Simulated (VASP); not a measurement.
Set up this calculation in VASP 6.6.1, as the native input.

```yaml
Task: band structure
Functional: r2SCAN
Potentials_or_basis: VASP PAW PBE potentials, release 64 (Ga_d, Co)
Cutoff: 580 eV
k_mesh: 21 × 21 × 21
Occupations: methfessel-paxton, width 0.05 eV
Spin: collinear spin, ferromagnetic start
Starting_moments: "[0.0, 2.0] μB"
Hubbard_terms: Co d U = 5 eV
Tolerance_level: standard
Purpose: bands
Route: KPOINTS_OPT
Further_INCAR_settings: ALGO = Normal; EDIFF = 1e-07; NBANDS = 23
```

The structure of GaCo lies in POSCAR:

```
GaCo
1.0
    2.8780000000      0.0000000000      0.0000000000
    0.0000000000      2.8780000000      0.0000000000
    0.0000000000      0.0000000000      2.8780000000
Ga Co
1 1
Direct
    0.5000000000      0.5000000000      0.5000000000
    0.0000000000      0.0000000000      0.0000000000
```

The input as run:

INCAR

```
  ALGO = Normal
  EDIFF = 1E-7
  ENCUT = 580
  GGA_COMPAT = False
  ISMEAR = 1
  ISPIN = 2
  KPAR = 4
  LASPH = True
  LCHARG = False
  LDAU = True
  LDAUJ = 0 0
  LDAUL = -1 2
  LDAUTYPE = 2
  LDAUU = 0 5
  LMAXMIX = 4
  LMIXTAU = True
  LORBIT = 11
  LREAL = False
  LWAVE = False
  MAGMOM = 0 2
  METAGGA = R2SCAN
  NBANDS = 23
  NELM = 200
  PREC = Accurate
  SIGMA = 0.05
```

KPOINTS

```
Automatic mesh
0
Gamma
  21 21 21
  0 0 0
```

KPOINTS_OPT

```
path GXMGRX,MR
12
line-mode
reciprocal
 0.0000000000  0.0000000000  0.0000000000  G
 0.0000000000  0.5000000000  0.0000000000  X

 0.0000000000  0.5000000000  0.0000000000  X
 0.5000000000  0.5000000000  0.0000000000  M

 0.5000000000  0.5000000000  0.0000000000  M
 0.0000000000  0.0000000000  0.0000000000  G

 0.0000000000  0.0000000000  0.0000000000  G
 0.5000000000  0.5000000000  0.5000000000  R

 0.5000000000  0.5000000000  0.5000000000  R
 0.0000000000  0.5000000000  0.0000000000  X

 0.5000000000  0.5000000000  0.0000000000  M
 0.5000000000  0.5000000000  0.5000000000  R
```

Potentials or basis: VASP PAW PBE potentials, release 64 (Ga_d, Co).

Command:

```bash
$ cat potpaw_PBE.64/Ga_d/POTCAR potpaw_PBE.64/Co/POTCAR > POTCAR
$ mpirun -np 4 vasp_std > vasp.out
```

Results of the run:

| Quantity | Value |
| --- | --- |
| Pressure | 20.0 GPa |
| Band gap along the path | zero within the smearing |
| Net moment | 1.73 μB per cell |
| Site moments | Ga -0.06; Co +1.82 μB |
| Valence electrons inside the program's atomic spheres | Ga 11.82; Co 8.43 |

Caveat: the cell stands under pressure; the PAW data sets were made with another functional, which shifts forces and pressure a little; the U is typed as a test and isn't derived for this compound.

Run time: 2 min on 4 MPI ranks on Intel(R) Xeon(R) 6975P-C (Granite Rapids) (shared host), peak memory 0.54 GiB a rank.
